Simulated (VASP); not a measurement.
# Ba: single point with PBEsol

The system is Ba.

```
CELL_PARAMETERS angstrom
3.96700 -0.42451 -0.42451
-0.42451 3.96700 -0.42451
-0.42451 -0.42451 3.96700
ATOMIC_POSITIONS crystal
Ba 0.00000 0.00000 0.00000
```

This cell differs from its parent crystal: ratio of the length along [111] to the lengths across it x 0.71, volume and fractional coordinates fixed.

```yaml
Program: VASP 6.6.1
Task: single point
Functional: PBEsol
Potentials_or_basis: VASP PAW PBE potentials, release 64 (Ba_sv)
Cutoff: 520 eV
k_mesh: 14 × 14 × 14
Occupations: gaussian, width 0.15 eV
Spin: no spin polarisation
Dipole_correction: no
Further_INCAR_settings: ALGO = Fast; EDIFF = 1e-07; NBANDS = 11
```

```json
{"Pressure": "-0.3 GPa", "Band gap on the k mesh": "zero (band 5 reaches 1.94 eV, above the bottom of band 6 at 1.15 eV)"}
```

Stress tensor (GPa, compression positive):
```
-0.27 -0.84 -0.84
-0.84 -0.27 -0.84
-0.84 -0.84 -0.27
```

Levels at points of the mesh, in eV from the Fermi level:
```csv
k point,band 1,band 2,band 3,band 4,band 5,band 6,band 7,band 8,band 9,band 10
"(0.00, 0.00, 0.00)",-28.92,-13.80,-13.74,-13.74,-2.66,0.59,0.59,3.75,4.31,4.31
"(0.50, 0.00, 0.00)",-28.86,-14.43,-13.75,-13.70,-0.86,0.57,0.97,3.38,3.73,4.58
"(0.50, 0.50, 0.00)",-28.82,-14.45,-14.18,-13.69,-0.87,0.53,2.39,3.22,3.46,4.70
"(0.50, 0.50, 0.50)",-28.77,-14.33,-14.33,-14.03,-0.47,-0.47,1.95,4.02,5.56,5.56
```

It took 83 s on 1 thread of AMD EPYC 9R45 96-Core Processor (Zen 5), on a shared host, peak memory 0.28 GiB.

Caveat: the PAW data sets were made with another functional, which shifts forces and pressure a little; spin-orbit coupling is left out, which moves the levels of the heavy elements.
